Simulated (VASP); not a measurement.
Write the native input for VASP 6.6.1 that does the following.

* Task: single point
* Functional: PBEsol
* Dispersion: D3(BJ)
* Potentials or basis: VASP PAW PBE potentials, release 64 (Au)
* Cutoff: 520 eV
* k mesh: 8 × 8 × 5
* Occupations: methfessel-paxton, width 0.1 eV
* Spin: no spin polarisation
* Dipole correction: no
* Further INCAR settings: ALGO = Normal; EDIFF = 1e-07; NBANDS = 18

The structure of Au lies in POSCAR:

```
Au
1.0
    2.8347042780      0.0000000000      0.0000000000
   -1.4173521390      2.4549259170      0.0000000000
    0.0000000000      0.0000000000      4.7310011311
Au
2
Direct
    0.3333333333      0.6666666667      0.7500000000
    0.6666666667      0.3333333333      0.2500000000
```

One way to write it, as run:

INCAR

```
SYSTEM = Au
ALGO = Normal ; EDIFF = 1E-7
ENCUT = 520 ; GGA = PS
ISIF = 2 ; ISMEAR = 1
IVDW = 12 ; LASPH = .TRUE.
LCHARG = .FALSE. ; LREAL = .FALSE.
LWAVE = .FALSE. ; NBANDS = 18
NELM = 60 ; PREC = Accurate
SIGMA = 0.1
```

KPOINTS

```
k-points
0
G
  8 8 5
  0 0 0
```

Potentials or basis: VASP PAW PBE potentials, release 64 (Au).

Run with:

```bash
$ cat potpaw_PBE.64/Au/POTCAR > POTCAR
$ mpirun -np 1 vasp_std > vasp.out
```

Results of the run:

The pressure is -0.3 GPa, the band gap on the k mesh is zero (band 11 reaches 12.82 eV, above the bottom of band 12 at 7.35 eV) and the dispersion energy per atom is -0.654 eV.

Caveat: the PAW data sets were made with another functional, which shifts forces and pressure a little; spin-orbit coupling is left out, which moves the levels of the heavy elements; pairwise dispersion overbinds metals, which lowers pressure and volume.

Run time: 12 s on 1 thread of Intel Xeon 6975P-C, with other jobs on the host, peak memory 0.17 GiB.
